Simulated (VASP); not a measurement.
# PbS (Pnma) in VASP: single point with PBE

Aim: the single point of PbS with PBE.

All numbers are computed with VASP 6.6.1; they aren't measurements. Logs are shortened: lines on timing, memory, paths and dates and some standing lists are left out, and cuts for length are marked.

## Step 1: The cell of the first run

The typed cell holds 8 atoms: a = 8.499 Å, b = 4.249 Å, c = 6.011 Å, α = 90.00°, β = 90.00°, γ = 90.00°.

## Step 2: Single point, PBE

Contents of INCAR:

```
PREC     = Accurate       # precision mode
ENCUT    = 520            # plane-wave cutoff, eV
EDIFF    = 1E-6           # SCF threshold, eV
ISMEAR   = 0              # smearing method
SIGMA    = 0.02           # smearing width, eV
LREAL    = False          # projectors in reciprocal space
LASPH    = True           # aspherical terms in the spheres
NELM     = 100            # most SCF steps
ALGO     = Normal         # electronic algorithm
ISIF     = 2              # what is computed and relaxed
LWAVE    = False          # write WAVECAR
LCHARG   = True           # write CHGCAR
GGA      = PE             # functional
LELF     = True           # ELF
LVHAR    = True         
NBANDS   = 50             # bands
```

Contents of KPOINTS:

```
Automatic mesh
0
Gamma
  4 8 6
```

Contents of POSCAR:

```
PbS
1.0
    8.4987387560      0.0000000000      0.0000000000
    0.0000000000      4.2488107480      0.0000000000
    0.0000000000      0.0000000000      6.0111466980
Pb S
4 4
Direct
    0.1246139292      0.7500000000      0.7502581943
    0.6246139292      0.7500000000      0.7497418057
    0.8753860708      0.2500000000      0.2497418057
    0.3753860708      0.2500000000      0.2502581943
    0.8754109680      0.2500000000      0.7505026802
    0.3754109680      0.2500000000      0.7494973198
    0.1245890320      0.7500000000      0.2494973198
    0.6245890320      0.7500000000      0.2505026802
```

Potentials or basis: VASP PAW PBE potentials, release 64 (Pb_d, S).

Started as:

```sh
> cat potpaw_PBE.64/Pb_d/POTCAR potpaw_PBE.64/S/POTCAR > POTCAR
> mpirun -np 1 vasp_std > vasp.out
```

OUTCAR:

```text
PREC = Accurate
   ENCUT = 520
   EDIFF = 1E-6
   ISMEAR = 0
   LREAL = False
   LASPH = True
   NELM = 100
   ISIF = 2
   GGA = PE

 ion  position               nearest neighbor table
   1  0.125  0.750  0.750-   5 3.00   5 3.00   7 3.00   6 3.01   6 3.01   7 3.01
   2  0.625  0.750  0.750-   6 3.00   6 3.00   8 3.00   5 3.01   5 3.01   8 3.01
   3  0.875  0.250  0.250-   7 3.00   7 3.00   5 3.00   8 3.01   8 3.01   5 3.01
   4  0.375  0.250  0.250-   8 3.00   8 3.00   6 3.00   7 3.01   7 3.01   6 3.01
   5  0.875  0.250  0.751-   1 3.00   1 3.00   3 3.00   2 3.01   2 3.01   3 3.01
   6  0.375  0.250  0.749-   2 3.00   2 3.00   4 3.00   1 3.01   1 3.01   4 3.01
   7  0.125  0.750  0.249-   3 3.00   3 3.00   1 3.00   4 3.01   4 3.01   1 3.01
   8  0.625  0.750  0.251-   4 3.00   4 3.00   2 3.00   3 3.01   3 3.01   2 3.01

  LATTYP: Found a simple orthorhombic cell.
 ALAT       =     4.2488107480
 B/A-ratio  =     1.4147833487
 C/A-ratio  =     2.0002629583

  Lattice vectors:

 A1 = (   0.0000000000,   4.2488107480,   0.0000000000)
 A2 = (   0.0000000000,   0.0000000000,   6.0111466980)
 A3 = (   8.4987387560,   0.0000000000,   0.0000000000)

Analysis of symmetry for initial positions (statically):
=====================================================================
 Subroutine PRICEL returns:
 Original cell was already a primitive cell.

 Routine SETGRP: Setting up the symmetry group for a
 simple orthorhombic supercell.

 Subroutine GETGRP returns: Found  8 space group operations
 (whereof  2 operations were pure point group operations)
 out of a pool of  8 trial point group operations.

The static configuration has the point symmetry S_2 .
 The point group associated with its full space group is D_2h.

Analysis of symmetry for dynamics (positions and initial velocities):
=====================================================================
 Subroutine PRICEL returns:
 Original cell was already a primitive cell.

 Routine SETGRP: Setting up the symmetry group for a
 simple orthorhombic supercell.

 Subroutine GETGRP returns: Found  8 space group operations
 (whereof  2 operations were pure point group operations)
 out of a pool of  8 trial point group operations.

The dynamic configuration has the point symmetry S_2 .
 The point group associated with its full space group is D_2h.

 Subroutine INISYM returns: Found  8 space group operations
 (whereof  2 operations are pure point group operations),
 and found     1 'primitive' translations

----------------------------------------------------------------------------------------

                                     Primitive cell

  volume of cell :     217.0597

  direct lattice vectors                    reciprocal lattice vectors
     8.498738756  0.000000000  0.000000000     0.117664518  0.000000000  0.000000000
     0.000000000  4.248810748  0.000000000     0.000000000  0.235359977  0.000000000
     0.000000000  0.000000000  6.011146698     0.000000000  0.000000000  0.166357610

  length of vectors
     8.498738756  4.248810748  6.011146698     0.117664518  0.235359977  0.166357610

  position of ions in fractional coordinates (direct lattice)
     0.124613929  0.750000000  0.750258194
     0.624613929  0.750000000  0.749741806
     0.875386071  0.250000000  0.249741806
     0.375386071  0.250000000  0.250258194
     0.875410968  0.250000000  0.750502680
     0.375410968  0.250000000  0.749497320
     0.124589032  0.750000000  0.249497320
     0.624589032  0.750000000  0.250502680

  ion indices of the primitive-cell ions
   primitive index   ion index
                 1           1
                 2           2
                 3           3
                 4           4
                 5           5
                 6           6
                 7           7
                 8           8

----------------------------------------------------------------------------------------

 KPOINTS: Automatic mesh

Automatic generation of k-mesh.
 Grid dimensions read from file:
 generate k-points for:    4    8    6

 Generating k-lattice:

  Cartesian coordinates                     Fractional coordinates (reciprocal lattice)
     0.029416130  0.000000000  0.000000000     0.250000000  0.000000000  0.000000000
     0.000000000  0.029419997  0.000000000     0.000000000  0.125000000  0.000000000
     0.000000000  0.000000000  0.027726268     0.000000000  0.000000000  0.166666667

  Length of vectors
     0.029416130  0.029419997  0.027726268

  Shift w.r.t. Gamma in fractional coordinates (k-lattice)
     0.000000000  0.000000000  0.000000000

 Subroutine IBZKPT returns following result:
 ===========================================

 Found     60 irreducible k-points:

 Following reciprocal coordinates:
            Coordinates               Weight
  0.000000  0.000000  0.000000      1.000000
  0.250000  0.000000  0.000000      2.000000
  0.500000  0.000000  0.000000      1.000000
  0.000000  0.125000  0.000000      2.000000
  0.250000  0.125000  0.000000      4.000000
  0.500000  0.125000  0.000000      2.000000
[... 16 lines left out ...]
  0.250000  0.250000  0.166667      8.000000
  0.500000  0.250000  0.166667      4.000000
 [... further k-points ...]
   k-points           NKPTS =     60   k-points in BZ     NKDIM =     60   number of bands    NBANDS=     50
   number of dos      NEDOS =    301   number of ions     NIONS =      8
   total plane-waves  NPLWV =  98304
   dimension x,y,z NGX =    64 NGY =   32 NGZ =   48
   dimension x,y,z NGXF=   128 NGYF=   64 NGZF=   96
   ions per type =               4   4
   NGX,Y,Z   is equivalent  to a cutoff of  12.52, 12.52, 13.28 a.u.
   NGXF,Y,Z  is equivalent  to a cutoff of  25.04, 25.04, 26.55 a.u.
 SYSTEM =  unknown system
   PREC   = accura    normal or accurate (medium, high low for compatibility)
   ISTART =      0    job   : 0-new  1-cont  2-samecut
   ICHARG =      2    charge: 1-file 2-atom 10-const
   ISPIN  =      1    spin polarized calculation?
   LNONCOLLINEAR =      F non collinear calculations
   LSORBIT =      F    spin-orbit coupling
   LASPH  =      T    aspherical Exc in radial PAW
   ENCUT  =  520.0 eV  38.22 Ry    6.18 a.u.  15.80  7.90 11.18*2*pi/ulx,y,z
   NELM   =    100;   NELMIN=  2; NELMDL= -5     # of ELM steps
   EDIFF  = 0.1E-05   stopping-criterion for ELM
   LREAL  =      F    real-space projection
   EDIFFG = 0.1E-04   stopping-criterion for IOM
   NSW    =      0    number of steps for IOM
   IBRION =     -1    ionic relax: 0-MD 1-quasi-New 2-CG
   NFREE  =      0    steps in history (QN), initial steepest desc. (CG)
   ISIF   =      2    stress and relaxation
   ISYM   =      2    0-nonsym 1-usesym 2-fastsym
   POTIM  = 0.5000    time-step for ionic-motion
   TEBEG  =    0.0;   TEEND  =   0.0 temperature during run
   PSTRESS=    0.0 pullay stress
   NELECT =      80.0000    total number of electrons
   NUPDOWN=      -1.0000    fix difference up-down
   EMIN   =  10.00;   EMAX   =-10.00  energy-range for DOS
   EFERMI =   0.00;   METHOD = LEGACY
   ISMEAR =     0;   SIGMA  =   0.02  broadening in eV -4-tet -1-fermi 0-gaus
   EFERMI_NEDOS =   21; number of points for ismear=-14 and -15
   IALGO  =     38    algorithm
   IMIX   =      4    mixing-type and parameters
     AMIX     =   0.40;   BMIX     =  1.00
     AMIX_MAG =   1.60;   BMIX_MAG =  1.00
  volume/ion in A,a.u.               =      27.13       183.10
  Fermi-wavevector in a.u.,A,eV,Ry     =   1.173758  2.218080 18.744841  1.377707
  Thomas-Fermi vector in A             =   2.310166
   LORBIT       =      0    0 simple, 1 ext, 2 COOP (PROOUT), +10 PAW based schemes
   GGA     = PE    functional components
   LHFCALC =     F    Hartree Fock is set to
   AEXX    =    0.0000 exact exchange contribution
   IVDW    =     0    specifies the selected vdW correction
   LEPSILON=     F    determine dielectric tensor
   LRPA    =     F    only Hartree local field effects (RPA)
 non-spin polarized calculation
 Gauss-broadening in eV      SIGMA  =   0.02
  energy-cutoff  :      520.00
  volume of cell :      217.06
 maximum number of plane-waves:      5902
 NGX is ok and might be reduce to    64
   NGX = 31   NGY = 15   NGZ = 23

 number of electron      80.0000023 magnetization

 Free energy of the ion-electron system (eV)
  ---------------------------------------------------
  ext. energy  EPLUGINS =         0.00000000
  ---------------------------------------------------
  free energy    TOTEN  =       -35.07777014 eV

  energy without entropy =      -35.07777014  energy(sigma->0) =      -35.07777014

 E-fermi :   5.3725     XC(G=0):  -9.4982

 val. band max:        5.2756021217   @ k =   0.0000   0.0000   0.5000
 cond. band min:       5.7759377194   @ k =   0.0000   0.5000   0.5000
 fundamental gap:      0.5003355976
 Fermi energy:         5.3725227276

 k-point     1 :       0.0000    0.0000    0.0000
  band No.  band energies     occupation
      1     -11.5584      2.00000
      2     -11.4744      2.00000
      3     -11.4730      2.00000
      4     -11.4719      2.00000
      5     -11.4508      2.00000
      6     -11.4508      2.00000
[... 42 lines left out ...]
     49      10.4131      0.00000
     50      10.4184      0.00000

 k-point     2 :       0.2500    0.0000    0.0000
  band No.  band energies     occupation
      1     -11.5492      2.00000
      2     -11.4980      2.00000
      3     -11.4667      2.00000
      4     -11.4565      2.00000
      5     -11.4507      2.00000
      6     -11.4486      2.00000
[... 42 lines left out ...]
     49       9.8898      0.00000
     50      10.1510      0.00000

 k-point     3 :       0.5000    0.0000    0.0000
  band No.  band energies     occupation
      1     -11.5259      2.00000
      2     -11.5259      2.00000
      3     -11.4527      2.00000
      4     -11.4527      2.00000
      5     -11.4498      2.00000
      6     -11.4498      2.00000
[... 42 lines left out ...]
     49       9.7011      0.00000
     50       9.7036      0.00000

 k-point     4 :       0.0000    0.1250    0.0000
  band No.  band energies     occupation
      1     -11.5492      2.00000
      2     -11.4880      2.00000
      3     -11.4868      2.00000
      4     -11.4667      2.00000
      5     -11.4507      2.00000
      6     -11.4486      2.00000
[... 999 lines left out ...]
 k-point    23 :       0.2500    0.2500    0.1667
  band No.  band energies     occupation
      1     -11.5153      2.00000
      2     -11.5145      2.00000
      3     -11.4985      2.00000
      4     -11.4594      2.00000
      5     -11.4573      2.00000
      6     -11.4517      2.00000
[... 42 lines left out ...]
     49       9.5445      0.00000
     50       9.7557      0.00000

 k-point    24 :       0.5000    0.2500    0.1667
  band No.  band energies     occupation
      1     -11.5134      2.00000
      2     -11.5134      2.00000
      3     -11.4765      2.00000
      4     -11.4765      2.00000
      5     -11.4579      2.00000
      6     -11.4579      2.00000
[... 42 lines left out ...]
     49       9.6736      0.00000
     50       9.6917      0.00000

 [... further k-points ...]

------------------------ aborting loop because EDIFF is reached ----------------------------------------

  FORCE on cell =-STRESS in cart. coord.  units (eV):
  Direction    XX          YY          ZZ          XY          YZ          ZX
  --------------------------------------------------------------------------------------
  -------------------------------------------------------------------------------------
  Total       -0.1340761     -0.1275012     -0.1437779      0.0000000      0.0000000      0.0000000
  in kB       -0.9896524     -0.9411211     -1.0612640      0.0000000      0.0000000      0.0000000
  external PRESSURE =      -0.9973459 kB  Pullay stress =       0.0000000 kB

 VOLUME and BASIS-vectors are now :
 -----------------------------------------------------------------------------
  energy-cutoff  :      520.00
  volume of cell :      217.06
      direct lattice vectors                 reciprocal lattice vectors
     8.498738756  0.000000000  0.000000000     0.117664518  0.000000000  0.000000000
     0.000000000  4.248810748  0.000000000     0.000000000  0.235359977  0.000000000
     0.000000000  0.000000000  6.011146698     0.000000000  0.000000000  0.166357610

 POSITION                                       TOTAL-FORCE (eV/Angst)
 -----------------------------------------------------------------------------------
      1.05906      3.18661      4.50991         0.003113     -0.000000     -0.002645
      5.30843      3.18661      4.50681         0.003113     -0.000000      0.002645
      7.43968      1.06220      1.50123        -0.003113     -0.000000      0.002645
      3.19031      1.06220      1.50434        -0.003113     -0.000000     -0.002645
      7.43989      1.06220      4.51138        -0.002661      0.000000     -0.003861
      3.19052      1.06220      4.50534        -0.002661     -0.000000      0.003861
      1.05885      3.18661      1.49976         0.002661     -0.000000      0.003861
      5.30822      3.18661      1.50581         0.002661     -0.000000     -0.003861
 -----------------------------------------------------------------------------------
    total drift:                                0.000000     -0.000000      0.000000

  FREE ENERGIE OF THE ION-ELECTRON SYSTEM (eV)
  ---------------------------------------------------
  free  energy   TOTEN  =       -35.0777701440 eV

  energy  without entropy=      -35.0777701440  energy(sigma->0) =      -35.07777014
```

Wall time 15 min (1 thread of Intel Xeon 8259CL, shared host); peak memory 0.62 GiB.

Results:

* Free energy: -35.0778 eV
* Pressure: -0.1 GPa
* Largest force: 0.005 eV/Å
* Band gap on the k mesh: 0.50 eV

Forces in eV/Å, atoms in the order of the input:
```
Pb   0.003  0.000 -0.003
Pb   0.003  0.000  0.003
Pb  -0.003  0.000  0.003
Pb  -0.003  0.000 -0.003
S   -0.003  0.000 -0.004
S   -0.003  0.000  0.004
S    0.003  0.000  0.004
S    0.003  0.000 -0.004
```

Levels at points of the mesh, in eV from the valence-band top:
| k point | band 36 | band 37 | band 38 | band 39 | band 40 | band 41 | band 42 | band 43 | band 44 | band 45 |
| --- | --- | --- | --- | --- | --- | --- | --- | --- | --- | --- |
| (0.00, 0.00, 0.00) | -1.94 | -1.70 | -1.68 | -0.72 | -0.71 | 1.51 | 1.51 | 2.51 | 2.53 | 4.07 |
| (0.50, 0.00, 0.00) | -2.29 | -1.65 | -1.65 | -1.09 | -1.09 | 2.72 | 2.72 | 3.37 | 3.37 | 3.39 |
| (0.00, 0.50, 0.00) | -3.15 | -1.69 | -1.69 | -0.72 | -0.72 | 1.51 | 1.51 | 2.52 | 2.52 | 4.07 |
| (0.50, 0.50, 0.00) | -3.28 | -2.01 | -2.01 | -2.01 | -2.01 | 3.42 | 3.42 | 3.42 | 3.42 | 4.26 |
| (0.00, 0.00, 0.50) | -1.58 | -1.56 | -1.56 | 0.00 | 0.00 | 0.50 | 0.50 | 2.08 | 2.08 | 2.08 |
| (0.50, 0.00, 0.50) | -2.11 | -0.99 | -0.99 | -0.98 | -0.98 | 1.68 | 1.68 | 1.70 | 1.70 | 3.21 |
| (0.00, 0.50, 0.50) | -1.58 | -0.91 | -0.91 | 0.00 | 0.00 | 0.50 | 0.50 | 2.08 | 2.08 | 2.08 |
| (0.50, 0.50, 0.50) | -2.76 | -0.88 | -0.88 | -0.88 | -0.88 | 1.66 | 1.66 | 1.66 | 1.66 | 3.44 |

Caveat: spin-orbit coupling is left out, which moves the levels of the heavy elements.
